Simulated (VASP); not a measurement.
# RuS2 (Pa-3) in VASP: a series of runs, part 2 of 2

VASP 6.6.1. Earlier steps stand in the parts before.

### 5 Single point, r2SCAN

This run uses another cell than the first one, of 14.72 Å³/atom.

POSCAR reads:

```
RuS2
1.0
    5.6106000000      0.0000000000      0.0000000000
    0.0000000000      5.6106000000      0.0000000000
    0.0000000000      0.0000000000      5.6106000000
Ru S
4 8
Direct
    0.0000000000      0.5000000000      0.5000000000
    0.5000000000      0.5000000000      0.0000000000
    0.5000000000      0.0000000000      0.5000000000
    0.0000000000      0.0000000000      0.0000000000
    0.3883100000      0.1116900000      0.8883100000
    0.1116900000      0.8883100000      0.3883100000
    0.8883100000      0.3883100000      0.1116900000
    0.6116900000      0.6116900000      0.6116900000
    0.6116900000      0.8883100000      0.1116900000
    0.8883100000      0.1116900000      0.6116900000
    0.1116900000      0.6116900000      0.8883100000
    0.3883100000      0.3883100000      0.3883100000
```

INCAR.step1 reads:

```
PREC = Accurate ; ENCUT = 520
ISMEAR = 0 ; SIGMA = 0.01
LREAL = False ; LASPH = True
NELM = 60 ; NBANDS = 64
GGA = PE ; ALGO = Normal
EDIFF = 1E-4 ; LWAVE = True
LCHARG = False
```

INCAR.step2 reads:

```
PREC = Accurate ; ENCUT = 520
EDIFF = 1E-7 ; ISMEAR = 0
SIGMA = 0.01 ; LREAL = False
LASPH = True ; NELM = 60
ALGO = Normal ; ISIF = 2
LWAVE = False ; LCHARG = False
METAGGA = R2SCAN ; LMIXTAU = True
NBANDS = 64 ; ISTART = 1
```

KPOINTS reads:

```
Automatic mesh
0
Gamma
  4 4 4
```

On the command line:

```sh
cat potpaw_PBE.64/Ru_pv/POTCAR potpaw_PBE.64/S/POTCAR > POTCAR
cp INCAR.step1 INCAR
mpirun -np 1 vasp_std > vasp.out
cp INCAR.step2 INCAR
mpirun -np 1 vasp_std > vasp.out
```

It took 7.6 min on 1 thread of Intel Xeon Platinum 8488C (Sapphire Rapids), shared host; peak memory 0.32 GiB.

Results (log left out):

| Quantity | Value |
| --- | --- |
| Free energy | -174.1942 eV |
| Pressure | 2.0 GPa |
| Largest force | 0.022 eV/Å |
| Band gap on the k mesh | 0.94 eV (least direct gap 1.18 eV) |

Forces in eV/Å, atoms in the order of the input:
```
Ru   0.000  0.000  0.000
Ru   0.000  0.000  0.000
Ru   0.000  0.000  0.000
Ru   0.000  0.000  0.000
S   -0.013  0.013 -0.013
S    0.013 -0.013 -0.013
S   -0.013 -0.013  0.013
S    0.013  0.013  0.013
S    0.013 -0.013  0.013
S   -0.013  0.013  0.013
S    0.013  0.013 -0.013
S   -0.013 -0.013 -0.013
```

Levels at points of the mesh, in eV from the valence-band top:
```
           k point  band 48  band 49  band 50  band 51  band 52  band 53  band 54  band 55  band 56  band 57
(0.00, 0.00, 0.00)    -0.60    -0.53    -0.53    -0.53    -0.25     0.94     2.91     2.91     2.91     2.99
(0.50, 0.00, 0.00)    -0.46    -0.28    -0.28     0.00     0.00     2.38     2.38     2.57     2.57     3.52
(0.50, 0.50, 0.00)    -0.56    -0.08    -0.08    -0.08    -0.08     2.75     2.75     2.75     2.75     3.02
(0.50, 0.50, 0.50)    -1.53    -0.70    -0.70    -0.70    -0.70     2.62     2.62     2.62     2.62     3.77
```

Caveat: the PAW data sets were made with another functional, which shifts forces and pressure a little.

### 6 Single point, LDA

This run uses another cell than the first one, of 14.72 Å³/atom.

INCAR reads:

```
SYSTEM = RuS2
ALGO = Normal ; EDIFF = 1E-6
ENCUT = 520 ; GGA = CA
ISIF = 2 ; ISMEAR = -1
LASPH = .TRUE. ; LCHARG = .TRUE.
LELF = .TRUE. ; LREAL = .FALSE.
LVHAR = .TRUE. ; LWAVE = .FALSE.
NBANDS = 64 ; NELM = 60
PREC = Accurate ; SIGMA = 0.05
```

KPOINTS reads:

```
k-points
0
G
  5 5 5
  0 0 0
```

POSCAR is that of step 5.

Potentials or basis: VASP PAW LDA potentials, release 64 (Ru_pv, S).

On the command line:

```sh
cat potpaw_LDA.64/Ru_pv/POTCAR potpaw_LDA.64/S/POTCAR > POTCAR
mpirun -np 1 vasp_std > vasp.out
```

OUTCAR:

```text
SYSTEM = RuS2
   EDIFF = 1E-6
   ENCUT = 520
   GGA = CA
   ISIF = 2
   ISMEAR = -1
   LASPH = .TRUE.
   LREAL = .FALSE.
   NELM = 60
   PREC = Accurate

 ion  position               nearest neighbor table
   1  0.000  0.500  0.500-   6 2.35   7 2.35   8 2.35  10 2.35  11 2.35  12 2.35
   2  0.500  0.500  0.000-   5 2.35   7 2.35   8 2.35   9 2.35  11 2.35  12 2.35
   3  0.500  0.000  0.500-   5 2.35   6 2.35   8 2.35   9 2.35  10 2.35  12 2.35
   4  0.000  0.000  0.000-   5 2.35   6 2.35   7 2.35   9 2.35  10 2.35  11 2.35
   5  0.388  0.112  0.888-   9 2.17   3 2.35   4 2.35   2 2.35
   6  0.112  0.888  0.388-  10 2.17   3 2.35   4 2.35   1 2.35
   7  0.888  0.388  0.112-  11 2.17   2 2.35   4 2.35   1 2.35
   8  0.612  0.612  0.612-  12 2.17   2 2.35   3 2.35   1 2.35
   9  0.612  0.888  0.112-   5 2.17   3 2.35   4 2.35   2 2.35
  10  0.888  0.112  0.612-   6 2.17   3 2.35   4 2.35   1 2.35
  11  0.112  0.612  0.888-   7 2.17   2 2.35   4 2.35   1 2.35
  12  0.388  0.388  0.388-   8 2.17   2 2.35   3 2.35   1 2.35

  LATTYP: Found a simple cubic cell.
 ALAT       =     5.6106000000

  Lattice vectors:

 A1 = (   5.6106000000,   0.0000000000,   0.0000000000)
 A2 = (   0.0000000000,   5.6106000000,   0.0000000000)
 A3 = (   0.0000000000,   0.0000000000,   5.6106000000)

Analysis of symmetry for initial positions (statically):
=====================================================================
 Subroutine PRICEL returns:
 Original cell was already a primitive cell.

 Routine SETGRP: Setting up the symmetry group for a
 simple cubic supercell.

 Subroutine GETGRP returns: Found 24 space group operations
 (whereof  6 operations were pure point group operations)
 out of a pool of 48 trial point group operations.

The static configuration has the point symmetry S_6 .
 The point group associated with its full space group is T_h .

Analysis of symmetry for dynamics (positions and initial velocities):
=====================================================================
 Subroutine PRICEL returns:
 Original cell was already a primitive cell.

 Routine SETGRP: Setting up the symmetry group for a
 simple cubic supercell.

 Subroutine GETGRP returns: Found 24 space group operations
 (whereof  6 operations were pure point group operations)
 out of a pool of 48 trial point group operations.

The dynamic configuration has the point symmetry S_6 .
 The point group associated with its full space group is T_h .

 Subroutine INISYM returns: Found 24 space group operations
 (whereof  6 operations are pure point group operations),
 and found     1 'primitive' translations

----------------------------------------------------------------------------------------

                                     Primitive cell

  volume of cell :     176.6151

  direct lattice vectors                    reciprocal lattice vectors
     5.610600000  0.000000000  0.000000000     0.178234057  0.000000000  0.000000000
     0.000000000  5.610600000  0.000000000     0.000000000  0.178234057  0.000000000
[... 70 lines left out ...]
  0.400000  0.200000  0.200000     24.000000
  0.400000  0.400000  0.200000     24.000000
  0.400000  0.400000  0.400000      8.000000
   k-points           NKPTS =     11   k-points in BZ     NKDIM =     11   number of bands    NBANDS=     64
   number of dos      NEDOS =    301   number of ions     NIONS =     12
   total plane-waves  NPLWV =  74088
   dimension x,y,z NGX =    42 NGY =   42 NGZ =   42
   dimension x,y,z NGXF=    84 NGYF=   84 NGZF=   84
   ions per type =               4   8
   NGX,Y,Z   is equivalent  to a cutoff of  12.44, 12.44, 12.44 a.u.
   NGXF,Y,Z  is equivalent  to a cutoff of  24.89, 24.89, 24.89 a.u.
 SYSTEM =  RuS2
   PREC   = accura    normal or accurate (medium, high low for compatibility)
   ISTART =      0    job   : 0-new  1-cont  2-samecut
   ICHARG =      2    charge: 1-file 2-atom 10-const
   ISPIN  =      1    spin polarized calculation?
   LNONCOLLINEAR =      F non collinear calculations
   LSORBIT =      F    spin-orbit coupling
   LASPH  =      T    aspherical Exc in radial PAW
   ENCUT  =  520.0 eV  38.22 Ry    6.18 a.u.  10.43 10.43 10.43*2*pi/ulx,y,z
   NELM   =     60;   NELMIN=  2; NELMDL= -5     # of ELM steps
   EDIFF  = 0.1E-05   stopping-criterion for ELM
   LREAL  =      F    real-space projection
   EDIFFG = 0.1E-04   stopping-criterion for IOM
   NSW    =      0    number of steps for IOM
   IBRION =     -1    ionic relax: 0-MD 1-quasi-New 2-CG
   NFREE  =      0    steps in history (QN), initial steepest desc. (CG)
   ISIF   =      2    stress and relaxation
   ISYM   =      2    0-nonsym 1-usesym 2-fastsym
   POTIM  = 0.5000    time-step for ionic-motion
   TEBEG  =    0.0;   TEEND  =   0.0 temperature during run
   PSTRESS=    0.0 pullay stress
   NELECT =     104.0000    total number of electrons
   NUPDOWN=      -1.0000    fix difference up-down
   EMIN   =  10.00;   EMAX   =-10.00  energy-range for DOS
   EFERMI =   0.00;   METHOD = LEGACY
   ISMEAR =    -1;   SIGMA  =   0.05  broadening in eV -4-tet -1-fermi 0-gaus
   EFERMI_NEDOS =   21; number of points for ismear=-14 and -15
   IALGO  =     38    algorithm
   IMIX   =      4    mixing-type and parameters
     AMIX     =   0.40;   BMIX     =  1.00
     AMIX_MAG =   1.60;   BMIX_MAG =  1.00
  volume/ion in A,a.u.               =      14.72        99.32
  Fermi-wavevector in a.u.,A,eV,Ry     =   1.372176  2.593038 25.617978  1.882868
  Thomas-Fermi vector in A             =   2.497807
   LORBIT       =      0    0 simple, 1 ext, 2 COOP (PROOUT), +10 PAW based schemes
   GGA     = CA    functional components
   LHFCALC =     F    Hartree Fock is set to
   AEXX    =    0.0000 exact exchange contribution
   IVDW    =     0    specifies the selected vdW correction
   LEPSILON=     F    determine dielectric tensor
   LRPA    =     F    only Hartree local field effects (RPA)
 non-spin polarized calculation
  energy-cutoff  :      520.00
  volume of cell :      176.62
 maximum number of plane-waves:      4776
 NGX is ok and might be reduce to    42
   NGX = 21   NGY = 21   NGZ = 21

 number of electron     104.0000017 magnetization

 Free energy of the ion-electron system (eV)
  ---------------------------------------------------
  ext. energy  EPLUGINS =         0.00000000
  ---------------------------------------------------
  free energy    TOTEN  =       -89.10148151 eV

  energy without entropy =      -89.10140626  energy(sigma->0) =      -89.10144389

 E-fermi :   9.2963     XC(G=0): -12.1945

 val. band max:        8.8576335522   @ k =   0.4000   0.0000   0.0000
 cond. band min:       9.5573102618   @ k =   0.0000   0.0000   0.0000
 fundamental gap:      0.6996767096
 Fermi energy:         9.2962577428

 k-point     1 :       0.0000    0.0000    0.0000
  band No.  band energies     occupation
      1     -32.9128      2.00000
      2     -32.9128      2.00000
      3     -32.9128      2.00000
      4     -32.9029      2.00000
      5     -32.9029      2.00000
      6     -32.8996      2.00000
[... 726 lines left out ...]
     63      12.6656      0.00000
     64      12.6656      0.00000

------------------------ aborting loop because EDIFF is reached ----------------------------------------

  FORCE on cell =-STRESS in cart. coord.  units (eV):
  Direction    XX          YY          ZZ          XY          YZ          ZX
  --------------------------------------------------------------------------------------
  -------------------------------------------------------------------------------------
  Total       -6.9510631     -6.9510631     -6.9510631      0.0000000      0.0000000      0.0000000
  in kB      -63.0570851    -63.0570851    -63.0570851      0.0000000      0.0000000      0.0000000
  external PRESSURE =     -63.0570851 kB  Pullay stress =       0.0000000 kB

 VOLUME and BASIS-vectors are now :
 -----------------------------------------------------------------------------
  energy-cutoff  :      520.00
  volume of cell :      176.62
      direct lattice vectors                 reciprocal lattice vectors
     5.610600000  0.000000000  0.000000000     0.178234057  0.000000000  0.000000000
     0.000000000  5.610600000  0.000000000     0.000000000  0.178234057  0.000000000
     0.000000000  0.000000000  5.610600000     0.000000000  0.000000000  0.178234057

 POSITION                                       TOTAL-FORCE (eV/Angst)
 -----------------------------------------------------------------------------------
      0.00000      2.80530      2.80530         0.000000      0.000000      0.000000
      2.80530      2.80530      0.00000         0.000000      0.000000      0.000000
      2.80530      0.00000      2.80530         0.000000      0.000000      0.000000
      0.00000      0.00000      0.00000         0.000000      0.000000      0.000000
      2.17865      0.62665      4.98395        -0.179661      0.179661     -0.179661
      0.62665      4.98395      2.17865         0.179661     -0.179661     -0.179661
      4.98395      2.17865      0.62665        -0.179661     -0.179661      0.179661
      3.43195      3.43195      3.43195         0.179661      0.179661      0.179661
      3.43195      4.98395      0.62665         0.179661     -0.179661      0.179661
      4.98395      0.62665      3.43195        -0.179661      0.179661      0.179661
      0.62665      3.43195      4.98395         0.179661      0.179661     -0.179661
      2.17865      2.17865      2.17865        -0.179661     -0.179661     -0.179661
 -----------------------------------------------------------------------------------
    total drift:                                0.000000     -0.000000     -0.000000

  FREE ENERGIE OF THE ION-ELECTRON SYSTEM (eV)
  ---------------------------------------------------
  free  energy   TOTEN  =       -89.1014815115 eV

  energy  without entropy=      -89.1014062625  energy(sigma->0) =      -89.10144389
```

Run time: 99 s. Hardware: 1 thread of Intel Xeon Platinum 8488C (Sapphire Rapids), shared host; peak memory 0.25 GiB.

Results:

```
Free energy            : -89.1015 eV
Pressure               : -6.3 GPa
Largest force          : 0.311 eV/Å
Band gap on the k mesh : 0.70 eV (least direct gap 0.92 eV)
```

Forces on the atoms (eV/Å):
```
Ru   0.000  0.000  0.000
Ru   0.000  0.000  0.000
Ru   0.000  0.000  0.000
Ru   0.000  0.000  0.000
S   -0.180  0.180 -0.180
S    0.180 -0.180 -0.180
S   -0.180 -0.180  0.180
S    0.180  0.180  0.180
S    0.180 -0.180  0.180
S   -0.180  0.180  0.180
S    0.180  0.180 -0.180
S   -0.180 -0.180 -0.180
```

Caveat: the cell stands under tension; an odd mesh through Γ misses points on the zone boundary, where band edges can lie. Expect the measured gap to be larger: semilocal functionals such as LDA lack the derivative discontinuity.

### 7 The runs side by side

| level | potentials or basis | cell | k mesh | smearing | gap on the mesh (eV) | pressure (GPa) | largest force (eV/Å) |
| --- | --- | --- | --- | --- | --- | --- | --- |
| PBE | VASP PAW PBE potentials, release 64 (Ru_pv, S) | a = 5.721 Å, 12 atoms | 5 × 5 × 5 | fermi-dirac 0.05 eV | 0.76 | -6.2 | 0.19 |
| LDA | VASP PAW LDA potentials, release 64 (Ru_pv, S) | a = 5.611 Å, 12 atoms | 4 × 4 × 4 | gaussian 0.01 eV | 0.71 | -6.3 | 0.31 |
| PBEsol | VASP PAW PBE potentials, release 64 (Ru_pv, S) | a = 5.611 Å, 12 atoms | 4 × 4 × 4 | gaussian 0.01 eV | 0.72 | -3.1 | 0.30 |
| r2SCAN | VASP PAW PBE potentials, release 64 (Ru_pv, S) | a = 5.611 Å, 12 atoms | 4 × 4 × 4 | gaussian 0.01 eV | 0.94 | 2.0 | 0.02 |
| LDA | VASP PAW LDA potentials, release 64 (Ru_pv, S) | a = 5.611 Å, 12 atoms | 5 × 5 × 5 | fermi-dirac 0.05 eV | 0.70 | -6.3 | 0.31 |

Alike in all rows: task single point; no spin polarisation; cutoff (eV) 520.

Caveats: the cell stands under tension (at least some runs); an odd mesh through Γ misses points on the zone boundary, where band edges can lie (at least some runs); the PAW data sets were made with another functional, which shifts forces and pressure a little (at least some runs).

Total energies depend on the potentials used, so only differences within one code and one set of settings carry meaning.
